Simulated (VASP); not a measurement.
# SrO in VASP: notebook

SrO is run at these levels: PBEsol; tasks: electric field gradients.

Program: VASP 6.6.1. These are calculated values, not measurements. Logs are shortened: lines on timing, memory, paths and dates and some standing lists are left out, and cuts for length are marked.

## 1. The cell of the first run

It takes space group Fm-3m (No. 225, cubic). Conventional cell: a = 5.240 Å, b = 5.240 Å, c = 5.240 Å, α = 90.00°, β = 90.00°, γ = 90.00°. Within 3.5 Å of Sr (site symmetry m-3m) lie 6 O at 2.62 Å. Within 3.5 Å of O (site symmetry m-3m) lie 6 Sr at 2.62 Å.

## 2. Electric field gradients, PBEsol (volume scaled by 1.06)

The input, INCAR:

```
SYSTEM = SrO
ALGO = Normal
EDIFF = 1E-8
ENCUT = 520
GGA = PS
ISIF = 2
ISMEAR = -1
LASPH = .TRUE.
LCHARG = .FALSE.
LEFG = .TRUE.
LREAL = .FALSE.
LWAVE = .FALSE.
NBANDS = 15
NELM = 100
PREC = Accurate
SIGMA = 0.03
```

The input, KPOINTS:

```
k-points
0
G
  8 8 8
  0 0 0
```

The input, POSCAR:

```
SrO
1.0
    0.0000000000      2.6202010311      2.6202010311
    2.6202010311      0.0000000000      2.6202010311
    2.6202010311      2.6202010311      0.0000000000
Sr O
1 1
Direct
    0.0000000000      0.0000000000      0.0000000000
    0.5000000000      0.5000000000      0.5000000000
```

Potentials or basis: VASP PAW PBE potentials, release 64 (Sr_sv, O).

Command:

```bash
$ cat potpaw_PBE.64/Sr_sv/POTCAR potpaw_PBE.64/O/POTCAR > POTCAR
$ mpirun -np 1 vasp_std > vasp.out
```

OUTCAR:

```text
SYSTEM = SrO
   EDIFF = 1E-8
   ENCUT = 520
   GGA = PS
   ISIF = 2
   ISMEAR = -1
   LASPH = .TRUE.
   LREAL = .FALSE.
   NELM = 100
   PREC = Accurate

 ion  position               nearest neighbor table
   1  0.000  0.000  0.000-   2 2.62   2 2.62   2 2.62   2 2.62   2 2.62   2 2.62
   2  0.500  0.500  0.500-   1 2.62   1 2.62   1 2.62   1 2.62   1 2.62   1 2.62

  LATTYP: Found a face centered cubic cell.
 ALAT       =     5.2404020622

  Lattice vectors:

 A1 = (   0.0000000000,   2.6202010311,   2.6202010311)
 A2 = (   2.6202010311,   0.0000000000,   2.6202010311)
 A3 = (   2.6202010311,   2.6202010311,   0.0000000000)

Analysis of symmetry for initial positions (statically):
=====================================================================
 Subroutine PRICEL returns:
 Original cell was already a primitive cell.

 Routine SETGRP: Setting up the symmetry group for a
 face centered cubic supercell.

 Subroutine GETGRP returns: Found 48 space group operations
 (whereof 48 operations were pure point group operations)
 out of a pool of 48 trial point group operations.

The static configuration has the point symmetry O_h .

Analysis of symmetry for dynamics (positions and initial velocities):
=====================================================================
 Subroutine PRICEL returns:
 Original cell was already a primitive cell.

 Routine SETGRP: Setting up the symmetry group for a
 face centered cubic supercell.

 Subroutine GETGRP returns: Found 48 space group operations
 (whereof 48 operations were pure point group operations)
 out of a pool of 48 trial point group operations.

The dynamic configuration has the point symmetry O_h .

 Subroutine INISYM returns: Found 48 space group operations
 (whereof 48 operations are pure point group operations),
 and found     1 'primitive' translations

----------------------------------------------------------------------------------------

                                     Primitive cell

  volume of cell :      35.9777

  direct lattice vectors                    reciprocal lattice vectors
     0.000000000  2.620201031  2.620201031    -0.190825053  0.190825053  0.190825053
     2.620201031  0.000000000  2.620201031     0.190825053 -0.190825053  0.190825053
     2.620201031  2.620201031  0.000000000     0.190825053  0.190825053 -0.190825053

  length of vectors
     3.705523834  3.705523834  3.705523834     0.330518687  0.330518687  0.330518687

  position of ions in fractional coordinates (direct lattice)
     0.000000000  0.000000000  0.000000000
     0.500000000  0.500000000  0.500000000

  ion indices of the primitive-cell ions
   primitive index   ion index
                 1           1
                 2           2

----------------------------------------------------------------------------------------

 KPOINTS: k-points

Automatic generation of k-mesh.
 Grid dimensions read from file:
 generate k-points for:    8    8    8

 Generating k-lattice:

  Cartesian coordinates                     Fractional coordinates (reciprocal lattice)
    -0.023853132  0.023853132  0.023853132     0.125000000  0.000000000  0.000000000
     0.023853132 -0.023853132  0.023853132     0.000000000  0.125000000  0.000000000
     0.023853132  0.023853132 -0.023853132     0.000000000  0.000000000  0.125000000

  Length of vectors
     0.041314836  0.041314836  0.041314836

  Shift w.r.t. Gamma in fractional coordinates (k-lattice)
     0.000000000  0.000000000  0.000000000

 Subroutine IBZKPT returns following result:
 ===========================================

 Found     29 irreducible k-points:

 Following reciprocal coordinates:
            Coordinates               Weight
  0.000000  0.000000  0.000000      1.000000
  0.125000  0.000000  0.000000      8.000000
  0.250000  0.000000  0.000000      8.000000
  0.375000  0.000000  0.000000      8.000000
  0.500000  0.000000  0.000000      4.000000
  0.125000  0.125000  0.000000      6.000000
[... 16 lines left out ...]
  0.500000  0.250000  0.125000     48.000000
 -0.375000  0.250000  0.125000     24.000000
 [... further k-points ...]
   k-points           NKPTS =     29   k-points in BZ     NKDIM =     29   number of bands    NBANDS=     15
   number of dos      NEDOS =    301   number of ions     NIONS =      2
   total plane-waves  NPLWV =  21952
   dimension x,y,z NGX =    28 NGY =   28 NGZ =   28
   dimension x,y,z NGXF=    56 NGYF=   56 NGZF=   56
   ions per type =               1   1
   NGX,Y,Z   is equivalent  to a cutoff of  12.56, 12.56, 12.56 a.u.
   NGXF,Y,Z  is equivalent  to a cutoff of  25.12, 25.12, 25.12 a.u.
 SYSTEM =  SrO
   PREC   = accura    normal or accurate (medium, high low for compatibility)
   ISTART =      0    job   : 0-new  1-cont  2-samecut
   ICHARG =      2    charge: 1-file 2-atom 10-const
   ISPIN  =      1    spin polarized calculation?
   LNONCOLLINEAR =      F non collinear calculations
   LSORBIT =      F    spin-orbit coupling
   LASPH  =      T    aspherical Exc in radial PAW
   ENCUT  =  520.0 eV  38.22 Ry    6.18 a.u.   6.89  6.89  6.89*2*pi/ulx,y,z
   NELM   =    100;   NELMIN=  2; NELMDL= -5     # of ELM steps
   EDIFF  = 0.1E-07   stopping-criterion for ELM
   LREAL  =      F    real-space projection
   EDIFFG = 0.1E-06   stopping-criterion for IOM
   NSW    =      0    number of steps for IOM
   IBRION =     -1    ionic relax: 0-MD 1-quasi-New 2-CG
   NFREE  =      0    steps in history (QN), initial steepest desc. (CG)
   ISIF   =      2    stress and relaxation
   ISYM   =      2    0-nonsym 1-usesym 2-fastsym
   POTIM  = 0.5000    time-step for ionic-motion
   TEBEG  =    0.0;   TEEND  =   0.0 temperature during run
   PSTRESS=    0.0 pullay stress
   NELECT =      16.0000    total number of electrons
   NUPDOWN=      -1.0000    fix difference up-down
   EMIN   =  10.00;   EMAX   =-10.00  energy-range for DOS
   EFERMI =   0.00;   METHOD = LEGACY
   ISMEAR =    -1;   SIGMA  =   0.03  broadening in eV -4-tet -1-fermi 0-gaus
   EFERMI_NEDOS =   21; number of points for ismear=-14 and -15
   IALGO  =     38    algorithm
   IMIX   =      4    mixing-type and parameters
     AMIX     =   0.40;   BMIX     =  1.00
     AMIX_MAG =   1.60;   BMIX_MAG =  1.00
  volume/ion in A,a.u.               =      17.99       121.39
  Fermi-wavevector in a.u.,A,eV,Ry     =   1.249598  2.361397 21.245421  1.561494
  Thomas-Fermi vector in A             =   2.383631
   LORBIT       =      0    0 simple, 1 ext, 2 COOP (PROOUT), +10 PAW based schemes
   GGA     = PS    functional components
   LHFCALC =     F    Hartree Fock is set to
   AEXX    =    0.0000 exact exchange contribution
   IVDW    =     0    specifies the selected vdW correction
   LEPSILON=     F    determine dielectric tensor
   LRPA    =     F    only Hartree local field effects (RPA)
 non-spin polarized calculation
  energy-cutoff  :      520.00
  volume of cell :       35.98
 maximum number of plane-waves:       982
   NGX = 13   NGY = 13   NGZ = 13

 number of electron      16.0000004 magnetization

 Free energy of the ion-electron system (eV)
  ---------------------------------------------------
  ext. energy  EPLUGINS =         0.00000000
  ---------------------------------------------------
  free energy    TOTEN  =       -12.60556626 eV

  energy without entropy =      -12.60556626  energy(sigma->0) =      -12.60556626

 E-fermi :   1.8776     XC(G=0): -10.0073

 val. band max:        1.2301963121   @ k =   0.0000   0.0000   0.0000
 cond. band min:       4.4193060199   @ k =   0.5000   0.5000   0.0000
 fundamental gap:      3.1891097078
 Fermi energy:         1.8776169033

 k-point     1 :       0.0000    0.0000    0.0000
  band No.  band energies     occupation
      1     -31.2103      2.00000
      2     -13.6954      2.00000
      3     -12.9168      2.00000
      4     -12.9168      2.00000
      5     -12.9168      2.00000
      6       1.2302      2.00000
      7       1.2302      2.00000
      8       1.2302      2.00000
      9       4.6676      0.00000
     10       7.2693      0.00000
     11       7.2693      0.00000
     12       7.2693      0.00000
     13       9.3372      0.00000
     14       9.3372      0.00000
     15      13.4443      0.00000

 k-point     2 :       0.1250    0.0000    0.0000
  band No.  band energies     occupation
      1     -31.1944      2.00000
      2     -14.0726      2.00000
      3     -12.9278      2.00000
      4     -12.9278      2.00000
      5     -12.5801      2.00000
      6       0.7742      2.00000
      7       1.0500      2.00000
      8       1.0500      2.00000
      9       5.3602      0.00000
     10       7.1092      0.00000
     11       7.5594      0.00000
     12       7.5594      0.00000
     13       9.7117      0.00000
     14       9.7117      0.00000
     15      14.4031      0.00000

 k-point     3 :       0.2500    0.0000    0.0000
  band No.  band energies     occupation
      1     -31.1558      2.00000
      2     -14.6123      2.00000
      3     -12.9541      2.00000
      4     -12.9541      2.00000
      5     -12.1381      2.00000
      6      -0.0301      2.00000
      7       0.6591      2.00000
      8       0.6591      2.00000
      9       6.7980      0.00000
     10       7.0701      0.00000
     11       8.3454      0.00000
     12       8.3454      0.00000
     13      10.6536      0.00000
     14      10.6536      0.00000
     15      16.2899      0.00000
[... 343 lines left out ...]
 k-point    23 :       0.5000    0.2500    0.1250
  band No.  band energies     occupation
      1     -31.0966      2.00000
      2     -14.7879      2.00000
      3     -13.2294      2.00000
      4     -13.0671      2.00000
      5     -12.0936      2.00000
      6      -0.2813      2.00000
      7       0.3584      2.00000
      8       0.7045      2.00000
      9       6.5889      0.00000
     10       7.9641      0.00000
     11       9.7245      0.00000
     12       9.9829      0.00000
     13      11.8347      0.00000
     14      12.7045      0.00000
     15      14.7302      0.00000

 k-point    24 :      -0.3750    0.2500    0.1250
  band No.  band energies     occupation
      1     -31.0837      2.00000
      2     -14.8491      2.00000
      3     -13.2498      2.00000
      4     -13.1120      2.00000
      5     -12.0641      2.00000
      6      -0.3147      2.00000
      7       0.4084      2.00000
      8       0.4602      2.00000
      9       7.3227      0.00000
     10       7.6500      0.00000
     11      10.0480      0.00000
     12      10.3775      0.00000
     13      12.3436      0.00000
     14      13.5414      0.00000
     15      13.7804      0.00000

 [... further k-points ...]

------------------------ aborting loop because EDIFF is reached ----------------------------------------

  FORCE on cell =-STRESS in cart. coord.  units (eV):
  Direction    XX          YY          ZZ          XY          YZ          ZX
  --------------------------------------------------------------------------------------
  -------------------------------------------------------------------------------------
  Total       -1.1281177     -1.1281177     -1.1281177      0.0000000      0.0000000      0.0000000
  in kB      -50.2378630    -50.2378630    -50.2378630      0.0000000      0.0000000      0.0000000
  external PRESSURE =     -50.2378630 kB  Pullay stress =       0.0000000 kB

 VOLUME and BASIS-vectors are now :
 -----------------------------------------------------------------------------
  energy-cutoff  :      520.00
  volume of cell :       35.98
      direct lattice vectors                 reciprocal lattice vectors
     0.000000000  2.620201031  2.620201031    -0.190825053  0.190825053  0.190825053
     2.620201031  0.000000000  2.620201031     0.190825053 -0.190825053  0.190825053
     2.620201031  2.620201031  0.000000000     0.190825053  0.190825053 -0.190825053

 POSITION                                       TOTAL-FORCE (eV/Angst)
 -----------------------------------------------------------------------------------
      0.00000      0.00000      0.00000        -0.000000     -0.000000     -0.000000
      2.62020      2.62020      2.62020         0.000000      0.000000      0.000000
 -----------------------------------------------------------------------------------
    total drift:                                0.000000      0.000000      0.000000

  FREE ENERGIE OF THE ION-ELECTRON SYSTEM (eV)
  ---------------------------------------------------
  free  energy   TOTEN  =       -12.6055662579 eV

  energy  without entropy=      -12.6055662579  energy(sigma->0) =      -12.60556626

 Electric field gradients (V/A^2)
---------------------------------------------------------------------
 ion       V_xx      V_yy      V_zz      V_xy      V_xz      V_yz
---------------------------------------------------------------------
   1       0.000    -0.000    -0.000    -0.000    -0.000    -0.000
   2       0.000     0.000    -0.000     0.001     0.001     0.001
---------------------------------------------------------------------

 Electric field gradients after diagonalization (V/A^2)
 (convention: |V_zz| > |V_xx| > |V_yy|)
----------------------------------------------------------------------
 ion       V_xx      V_yy      V_zz     asymmetry (V_yy - V_xx)/ V_zz
----------------------------------------------------------------------
   1       0.000     0.000    -0.000       0.000
   2      -0.001    -0.001     0.002       0.000
----------------------------------------------------------------------

           NMR quadrupolar parameters

 Cq : quadrupolar parameter    Cq=e*Q*V_zz/h
 eta: asymmetry parameters     (V_yy - V_xx)/ V_zz
 Q  : nuclear electric quadrupole moment in mb (millibarn)
----------------------------------------------------------------------
 ion       Cq(MHz)       eta       Q (mb)
----------------------------------------------------------------------
   1      -0.000       0.000       1.000
   2       0.000       0.000       1.000
----------------------------------------------------------------------
```

Run time: 13 s. Hardware: 1 thread of Intel Xeon 6975P-C, shared host; peak memory 0.16 GiB.

What came out:

| Item | Value |
| --- | --- |
| Free energy | -12.6056 eV |
| Pressure | -5.0 GPa |
| Band gap on the k mesh | 3.19 eV, indirect (least direct gap 3.31 eV) |

Levels at points of the mesh, in eV from the valence-band top:
```csv
k point,band 4,band 5,band 6,band 7,band 8,band 9,band 10,band 11,band 12,band 13
"(0.00, 0.00, 0.00)",-14.15,-14.15,0.00,0.00,0.00,3.44,6.04,6.04,6.04,8.11
"(0.50, 0.00, 0.00)",-14.22,-12.97,-2.12,-1.05,-1.05,6.25,7.84,8.52,8.52,11.43
"(0.50, 0.50, 0.00)",-14.46,-14.46,-0.53,-0.12,-0.12,3.19,7.34,9.73,9.82,10.71
```

Caveat: without QUAD_EFG the Cq values of the log hold for a quadrupole moment of 1 mb, not for the nuclei; the PAW data sets were made with another functional, which shifts forces and pressure a little.

(Continued in part 2 of 2.)
